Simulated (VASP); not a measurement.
# H22CO12 in VASP: single point with r2SCAN+D3(BJ)

Aim: the single point of H22CO12 with r2SCAN+D3(BJ).

All numbers are computed with VASP 6.6.1; they aren't measurements. Logs are shortened: lines on timing, memory, paths and dates and some standing lists are left out, and cuts for length are marked.

### Step 1. The cell of the first run

The cell holds a disordered packing, 35 atoms: a = 7.133 Å, b = 7.133 Å, c = 7.133 Å, α = 90.00°, β = 90.00°, γ = 90.00°.

### Step 2. Single point, r2SCAN+D3(BJ)

Contents of POSCAR:

```
H22CO12
1.0
    7.1334920000      0.0000000000      0.0000000000
    0.0000000000      7.1334920000      0.0000000000
    0.0000000000      0.0000000000      7.1334920000
O H C
12 22 1
Direct
    0.2368685631      1.0036599186      0.3589966877
    0.7536981888      0.3321234537      0.3597676986
    0.1605805404      0.7660764181      0.8354954348
    0.5908046157      0.1644636316      0.8767375081
    0.8701628880      0.4164860632      0.7598522575
    0.4884704434      0.5859122012      0.9375492396
    0.2364339933      0.2343031996      0.6762886956
    0.8139071299      0.8194303715      0.7857161682
    0.8822186946     -0.0146071517      0.2003226470
    0.0286816050      0.5956409568      0.2183502834
    0.4578262652      0.5739965784      0.5673939215
    0.6102340901      0.8199069965      0.4460368078
    0.3131005123      1.0549111151      0.2569288646
    0.1146002547      0.9953189826      0.3032035362
    0.7863469953      0.4285839250      0.2709192076
    0.6298317851      0.3598377905      0.4171729638
    0.1385576657      0.6940359644      0.7282828662
    0.0453634770      0.8141454424      0.8483923442
    0.6970218793      0.2349059899      0.8192621510
    0.4667279363      0.2226819628      0.8243368045
    0.8690834727      0.5484130353      0.7979121586
    0.8580369895      0.4228504076      0.6247571316
    0.3529267293      0.6100658696      0.9632309113
    0.4962506441      0.4534525307      0.9773053646
    0.1089788844      0.2441581206      0.7025311026
    0.2304902003      0.1661598555      0.5616183490
    0.7037647200      0.8743964387      0.8541258615
    0.7673380723      0.8282899876      0.6547985194
    0.8166547324      0.1013949409      0.2240557640
    0.7821274630     -0.1027967789      0.2369246366
    0.0338123320      0.7324743618      0.1794913347
    0.0722647478      0.5490578808      0.1002734706
    0.4860032085      0.6183647504      0.6962088133
    0.4613729153      0.6314438987      0.2934327255
    0.5162829088      0.6816296983      0.4336165233
```

Contents of INCAR.step1:

```
PREC = Accurate
ENCUT = 910
ISMEAR = -1
SIGMA = 0.02
LREAL = Auto
LASPH = True
NELM = 120
NBANDS = 72
GGA = PE
ALGO = Normal
EDIFF = 1E-5
LWAVE = True
LCHARG = False
GGA_COMPAT = False
```

Contents of INCAR.step2:

```
PREC = Accurate
ENCUT = 910
EDIFF = 1E-6
ISMEAR = -1
SIGMA = 0.02
LREAL = Auto
LASPH = True
NELM = 120
ALGO = Normal
ISIF = 2
LWAVE = False
LCHARG = False
METAGGA = R2SCAN
LMIXTAU = True
IVDW = 12
VDW_S6 = 1.0
VDW_S8 = 0.78981345
VDW_A1 = 0.49484001
VDW_A2 = 5.73083694
NBANDS = 72
ISTART = 1
GGA_COMPAT = False
```

Contents of KPOINTS:

```
Automatic mesh
0
Gamma
  1 1 1
```

Potentials or basis: VASP PAW PBE potentials, release 64 (O_h, H_h, C_h).

Command:

```console
$ cat potpaw_PBE.64/O_h/POTCAR potpaw_PBE.64/H_h/POTCAR potpaw_PBE.64/C_h/POTCAR > POTCAR
$ cp INCAR.step1 INCAR
$ mpirun -np 1 vasp_gam > vasp.out
$ cp INCAR.step2 INCAR
$ mpirun -np 1 vasp_gam > vasp.out
```

OUTCAR:

```text
PREC = Accurate
   ENCUT = 910
   EDIFF = 1E-6
   ISMEAR = -1
   LREAL = Auto
   LASPH = True
   NELM = 120
   ISIF = 2
   METAGGA = R2SCAN
   IVDW = 12
   ISTART = 1
 IVDW          = 12

 ion  position               nearest neighbor table
   1  0.237  0.004  0.359-  14 0.96  13 0.98
   2  0.754  0.332  0.360-  15 0.96  16 0.99
   3  0.161  0.766  0.835-  18 0.90  17 0.93
   4  0.591  0.164  0.877-  19 1.00  20 1.05
   5  0.870  0.416  0.760-  22 0.97  21 0.98
   6  0.488  0.586  0.938-  24 0.99  23 1.00
   7  0.236  0.234  0.676-  25 0.93  26 0.95
   8  0.814  0.819  0.786-  28 0.99  27 1.00
   9  0.882  0.985  0.200-  29 0.97  30 0.99
  10  0.029  0.596  0.218-  32 0.96  31 1.02
  11  0.458  0.574  0.567-  33 0.99  35 1.29
  12  0.610  0.820  0.446-  35 1.20
  13  0.313  0.055  0.257-   1 0.98
  14  0.115  0.995  0.303-   1 0.96
  15  0.786  0.429  0.271-   2 0.96
  16  0.630  0.360  0.417-   2 0.99
  17  0.139  0.694  0.728-   3 0.93
[... 15 lines left out ...]
  33  0.486  0.618  0.696-  11 0.99
  34  0.461  0.631  0.293-  35 1.13
  35  0.516  0.682  0.434-  34 1.13  12 1.20  11 1.29

  LATTYP: Found a simple cubic cell.
 ALAT       =     7.1334920000

  Lattice vectors:

 A1 = (   7.1334920000,   0.0000000000,   0.0000000000)
 A2 = (   0.0000000000,   7.1334920000,   0.0000000000)
 A3 = (   0.0000000000,   0.0000000000,   7.1334920000)

Analysis of symmetry for initial positions (statically):
=====================================================================
 Subroutine PRICEL returns:
 Original cell was already a primitive cell.

 Routine SETGRP: Setting up the symmetry group for a
 simple cubic supercell.

 Subroutine GETGRP returns: Found  1 space group operations
 (whereof  1 operations were pure point group operations)
 out of a pool of 48 trial point group operations.

The static configuration has the point symmetry C_1 .

Analysis of symmetry for dynamics (positions and initial velocities):
=====================================================================
 Subroutine PRICEL returns:
 Original cell was already a primitive cell.

 Routine SETGRP: Setting up the symmetry group for a
 simple cubic supercell.

 Subroutine GETGRP returns: Found  1 space group operations
 (whereof  1 operations were pure point group operations)
 out of a pool of 48 trial point group operations.

The dynamic configuration has the point symmetry C_1 .

 Subroutine INISYM returns: Found  1 space group operations
 (whereof  1 operations are pure point group operations),
 and found     1 'primitive' translations

----------------------------------------------------------------------------------------

                                     Primitive cell

  volume of cell :     362.9999

  direct lattice vectors                    reciprocal lattice vectors
     7.133492000  0.000000000  0.000000000     0.140183798  0.000000000  0.000000000
     0.000000000  7.133492000  0.000000000     0.000000000  0.140183798  0.000000000
     0.000000000  0.000000000  7.133492000     0.000000000  0.000000000  0.140183798

  length of vectors
     7.133492000  7.133492000  7.133492000     0.140183798  0.140183798  0.140183798

  position of ions in fractional coordinates (direct lattice)
     0.236868563  0.003659919  0.358996688
     0.753698189  0.332123454  0.359767699
     0.160580540  0.766076418  0.835495435
     0.590804616  0.164463632  0.876737508
     0.870162888  0.416486063  0.759852258
     0.488470443  0.585912201  0.937549240
[... 27 lines left out ...]
     0.461372915  0.631443899  0.293432725
     0.516282909  0.681629698  0.433616523

  ion indices of the primitive-cell ions
   primitive index   ion index
                 1           1
                 2           2
                 3           3
                 4           4
                 5           5
                 6           6
[... 27 lines left out ...]
                34          34
                35          35

----------------------------------------------------------------------------------------

 KPOINTS: Automatic mesh

Automatic generation of k-mesh.
 Grid dimensions read from file:
 generate k-points for:    1    1    1

 Generating k-lattice:

  Cartesian coordinates                     Fractional coordinates (reciprocal lattice)
     0.140183798  0.000000000  0.000000000     1.000000000  0.000000000  0.000000000
     0.000000000  0.140183798  0.000000000     0.000000000  1.000000000  0.000000000
     0.000000000  0.000000000  0.140183798     0.000000000  0.000000000  1.000000000

  Length of vectors
     0.140183798  0.140183798  0.140183798

  Shift w.r.t. Gamma in fractional coordinates (k-lattice)
     0.000000000  0.000000000  0.000000000

 Subroutine IBZKPT returns following result:
 ===========================================

 Found      1 irreducible k-points:

 Following reciprocal coordinates:
            Coordinates               Weight
  0.000000  0.000000  0.000000      1.000000
   k-points           NKPTS =      1   k-points in BZ     NKDIM =      1   number of bands    NBANDS=     72
   number of dos      NEDOS =    301   number of ions     NIONS =     35
   total plane-waves  NPLWV = 343000
   dimension x,y,z NGX =    70 NGY =   70 NGZ =   70
   dimension x,y,z NGXF=   140 NGYF=  140 NGZF=  140
   ions per type =              12  22   1
   NGX,Y,Z   is equivalent  to a cutoff of  16.31, 16.31, 16.31 a.u.
   NGXF,Y,Z  is equivalent  to a cutoff of  32.63, 32.63, 32.63 a.u.
 SYSTEM =  unknown system
   PREC   = accura    normal or accurate (medium, high low for compatibility)
   ISTART =      1    job   : 0-new  1-cont  2-samecut
   ICHARG =      0    charge: 1-file 2-atom 10-const
   ISPIN  =      1    spin polarized calculation?
   LNONCOLLINEAR =      F non collinear calculations
   LSORBIT =      F    spin-orbit coupling
   LASPH  =      T    aspherical Exc in radial PAW
   ENCUT  =  910.0 eV  66.88 Ry    8.18 a.u.  17.55 17.55 17.55*2*pi/ulx,y,z
   NELM   =    120;   NELMIN=  2; NELMDL=  0     # of ELM steps
   EDIFF  = 0.1E-05   stopping-criterion for ELM
   LREAL  =      T    real-space projection
   EDIFFG = 0.1E-04   stopping-criterion for IOM
   NSW    =      0    number of steps for IOM
   IBRION =     -1    ionic relax: 0-MD 1-quasi-New 2-CG
   NFREE  =      0    steps in history (QN), initial steepest desc. (CG)
   ISIF   =      2    stress and relaxation
   ISYM   =      2    0-nonsym 1-usesym 2-fastsym
   POTIM  = 0.5000    time-step for ionic-motion
   TEBEG  =    0.0;   TEEND  =   0.0 temperature during run
   PSTRESS=    0.0 pullay stress
   NELECT =      98.0000    total number of electrons
   NUPDOWN=      -1.0000    fix difference up-down
   EMIN   =  10.00;   EMAX   =-10.00  energy-range for DOS
   EFERMI =   0.00;   METHOD = LEGACY
   ISMEAR =    -1;   SIGMA  =   0.02  broadening in eV -4-tet -1-fermi 0-gaus
   EFERMI_NEDOS =   21; number of points for ismear=-14 and -15
   IALGO  =     38    algorithm
   IMIX   =      4    mixing-type and parameters
     AMIX     =   0.40;   BMIX     =  1.00
     AMIX_MAG =   1.60;   BMIX_MAG =  1.00
  volume/ion in A,a.u.               =      10.37        69.99
  Fermi-wavevector in a.u.,A,eV,Ry     =   1.058071  1.999464 15.231907  1.119514
  Thomas-Fermi vector in A             =   2.193367
   LORBIT       =      0    0 simple, 1 ext, 2 COOP (PROOUT), +10 PAW based schemes
   METAGGA = R2SCAN    functional components
   LHFCALC =     F    Hartree Fock is set to
   AEXX    =    0.0000 exact exchange contribution
   IVDW    =    12    specifies the selected vdW correction
   LEPSILON=     F    determine dielectric tensor
   LRPA    =     F    only Hartree local field effects (RPA)
 non-spin polarized calculation
  energy-cutoff  :      910.00
  volume of cell :      363.00
 maximum number of plane-waves:     11324
 NGX is ok and might be reduce to    70
   NGX = 35   NGY = 35   NGZ = 35

 number of electron      98.0000002 magnetization

 Free energy of the ion-electron system (eV)
  ---------------------------------------------------
  ext. energy  EPLUGINS =         0.00000000
  ---------------------------------------------------
  free energy    TOTEN  =      -190.32027210 eV

  energy without entropy =     -190.32027210  energy(sigma->0) =     -190.32027210

 E-fermi :  -2.9669     XC(G=0):  -7.1416

 val. band max:       -3.4562176786   @ k =   0.0000   0.0000   0.0000
 cond. band min:       1.6267218738   @ k =   0.0000   0.0000   0.0000
 fundamental gap:      5.0829395525
 Fermi energy:        -2.9669437717

 k-point     1 :       0.0000    0.0000    0.0000
  band No.  band energies     occupation
      1     -26.5154      2.00000
      2     -24.2759      2.00000
      3     -23.9727      2.00000
      4     -23.6528      2.00000
      5     -23.5606      2.00000
      6     -23.4148      2.00000
[... 53 lines left out ...]
     60       6.4926      0.00000
     61       6.5564      0.00000
 [bands above 61 left out]

------------------------ aborting loop because EDIFF is reached ----------------------------------------

 Edisp (eV)   -0.60987

 E8    (eV) :    -0.0902

  FORCE on cell =-STRESS in cart. coord.  units (eV):
  Direction    XX          YY          ZZ          XY          YZ          ZX
  --------------------------------------------------------------------------------------
  -------------------------------------------------------------------------------------
  Total       0.21586    -0.96736    -2.44135    -0.23469     2.91599    -0.26871
  in kB       0.95274    -4.26967   -10.77541    -1.03587    12.87035    -1.18601
  external pressure =       -4.70 kB  Pullay stress =        0.00 kB

 VOLUME and BASIS-vectors are now :
 -----------------------------------------------------------------------------
  energy-cutoff  :      910.00
  volume of cell :      363.00
      direct lattice vectors                 reciprocal lattice vectors
     7.133492000  0.000000000  0.000000000     0.140183798  0.000000000  0.000000000
     0.000000000  7.133492000  0.000000000     0.000000000  0.140183798  0.000000000
     0.000000000  0.000000000  7.133492000     0.000000000  0.000000000  0.140183798

 POSITION                                       TOTAL-FORCE (eV/Angst)
 -----------------------------------------------------------------------------------
      1.68970      0.02611      2.56090         1.098208      0.403512     -0.553549
      5.37650      2.36920      2.56640        -1.065686     -0.215334      0.854336
      1.14550      5.46480      5.96000         4.597051     -1.473845      0.771427
      4.21450      1.17320      6.25420        -1.665940      1.499604     -0.911407
      6.20730      2.97100      5.42040         0.196308      0.376379     -0.139659
      3.48450      4.17960      6.68800        -1.539153     -0.840516      1.021719
[... 27 lines left out ...]
      3.29120      4.50440      2.09320         0.336499      0.113257      0.581709
      3.68290      4.86240      3.09320        -1.270867     -0.557669     -1.651587
 -----------------------------------------------------------------------------------
    total drift:                                0.004134     -0.008165     -0.002986

  FREE ENERGIE OF THE ION-ELECTRON SYSTEM (eV)
  ---------------------------------------------------
  free  energy   TOTEN  =      -190.9301371704 eV

  energy  without entropy=     -190.9301371703  energy(sigma->0) =     -190.93013717
```

Wall time 4 min (1 thread of Intel Xeon 6975P-C (Granite Rapids), shared host); peak memory 0.8 GiB.

Results:

```
Free energy                : -190.9301 eV
Pressure                   : -0.5 GPa
Largest force              : 4.975 eV/Å
Band gap on the k mesh     : 5.08 eV
Dispersion energy per atom : -0.017 eV
```

Forces in eV/Å, atoms in the order of the input:
```
O    1.098  0.404 -0.554
O   -1.066 -0.215  0.854
O    4.597 -1.474  0.771
O   -1.666  1.500 -0.911
O    0.196  0.376 -0.140
O   -1.539 -0.841  1.022
O    1.425  0.316  0.350
O   -2.196  0.552 -0.274
O   -0.819 -0.930  0.048
O    0.057  2.261 -0.852
O   -0.338 -0.432  0.167
O    1.156  1.062  0.236
H   -0.265 -0.366  0.639
H   -0.907  0.022 -0.146
H   -0.006  0.392  0.105
H    1.166 -0.203 -0.811
H    0.366 -1.090 -1.484
H   -4.294  2.356  0.870
H   -1.015 -0.245  0.524
H    2.291 -1.469  0.405
H   -0.329 -0.271  0.013
H    0.026 -0.162 -0.154
H    1.099  0.498 -0.541
H    0.558  0.633 -0.501
H   -1.788  0.540  0.974
H    0.598 -0.806 -0.974
H    1.374 -0.347 -0.540
H    0.290  0.062  0.695
H    0.174  0.570  0.090
H    0.713  0.338 -0.040
H   -0.300 -1.609  1.063
H    0.072 -0.734 -0.346
H    0.206 -0.243  0.513
H    0.336  0.113  0.582
C   -1.271 -0.558 -1.652
```

Caveat: the k points lie up to 0.88 Å⁻¹ apart; the cutoff is under 1.25 times the usual one of these potentials, so pressure, stress and relaxed cells hold a basis-set (Pulay) error; the atoms stand as in a frame of molecular dynamics; the PAW data sets were made with another functional, which shifts forces and pressure a little.
